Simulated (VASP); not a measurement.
Write the native input for VASP 6.6.1 that does the following.

```yaml
Task: single point
Functional: r2SCAN
Dispersion: rVV10
Potentials_or_basis: VASP PAW PBE potentials, release 64 (Ba_sv, Ti_sv, O)
Cutoff: 660 eV
k_mesh: 7 × 5 × 5
Occupations: fermi-dirac, width 0.05 eV
Spin: no spin polarisation
Dipole_correction: no
Further_INCAR_settings: ALGO = Normal; EDIFF = 1e-06; NBANDS = 51
```

The system is BaTiO3.

```
Ba Ti O
1.0
     0.00008   -2.80021   -2.80039
    -4.01837    2.84041   -2.84036
     4.03458    2.85168   -2.85182
Ba Ti O
2 2 6
Direct
  0.00074 0.50046 0.49289
  0.00061 0.00045 0.99294
  0.49869 0.00056 0.47877
  0.50234 0.50050 0.97876
  0.50080 0.24479 0.26105
  0.50085 0.74474 0.76110
  0.50083 0.75582 0.26101
  0.50084 0.25579 0.76099
  0.00181 0.00035 0.50813
  0.00005 0.50032 0.00813
```

These files were run (other wordings do the same):

POSCAR

```
BaTiO3
1.0
    0.0000808637     -2.8002070672     -2.8003940138
   -4.0183696558      2.8404058645     -2.8403560029
    4.0345847537      2.8516778254     -2.8518197232
Ba Ti O
2 2 6
Direct
    0.0007404082      0.5004633714      0.4928943784
    1.0006077562      1.0004464398     -0.0070559983
    0.4986906562      0.0005649502      0.4787688129
    0.5023386785      0.5005004997      0.9787611737
    0.5007999857      0.2447852175      0.2610548521
    0.5008477552      0.7447436608      0.7611011452
    0.5008320472      0.7558202928      0.2610126922
    0.5008386675      0.2557851012      0.7609910494
    0.0018101948      0.0003517218      0.5081260221
    1.0000538505      0.5003187449      1.0081258722
```

INCAR.step1

```
  PREC = Accurate
  ENCUT = 660
  ISMEAR = -1
  SIGMA = 0.05
  LREAL = False
  LASPH = True
  NELM = 120
  NBANDS = 51
  GGA = PE
  ALGO = Normal
  EDIFF = 1E-5
  LWAVE = True
  LCHARG = False
  GGA_COMPAT = False
  KPAR = 4
```

INCAR.step2

```
  PREC = Accurate
  ENCUT = 660
  EDIFF = 1E-6
  ISMEAR = -1
  SIGMA = 0.05
  LREAL = False
  LASPH = True
  NELM = 120
  ALGO = Normal
  ISIF = 2
  LWAVE = False
  LCHARG = True
  METAGGA = R2SCAN
  LMIXTAU = True
  LUSE_VDW = True
  IVDW_NL = 2
  BPARAM = 11.95
  CPARAM = 0.0093
  LVHAR = True
  NBANDS = 51
  ISTART = 1
  GGA_COMPAT = False
  KPAR = 4
```

KPOINTS

```
regular mesh
0
Gamma
  7 5 5
```

Potentials or basis: VASP PAW PBE potentials, release 64 (Ba_sv, Ti_sv, O).

The run is started by

```bash
$ cat potpaw_PBE.64/Ba_sv/POTCAR potpaw_PBE.64/Ti_sv/POTCAR potpaw_PBE.64/O/POTCAR > POTCAR
$ cp INCAR.step1 INCAR
$ mpirun -np 4 vasp_std > vasp.out
$ cp INCAR.step2 INCAR
$ mpirun -np 4 vasp_std > vasp.out
```

Results of the run:

```
Pressure               : 2.0 GPa
Largest force          : 0.157 eV/Å
Band gap on the k mesh : 2.61 eV
```

Caveat: the PAW data sets were made with another functional, which shifts forces and pressure a little; spin-orbit coupling is left out, which moves the levels of the heavy elements.

Wall time 11 min on 4 MPI ranks on AMD EPYC 9R45 96-Core Processor (Zen 5) (shared host), peak memory 1.1 GiB a rank.
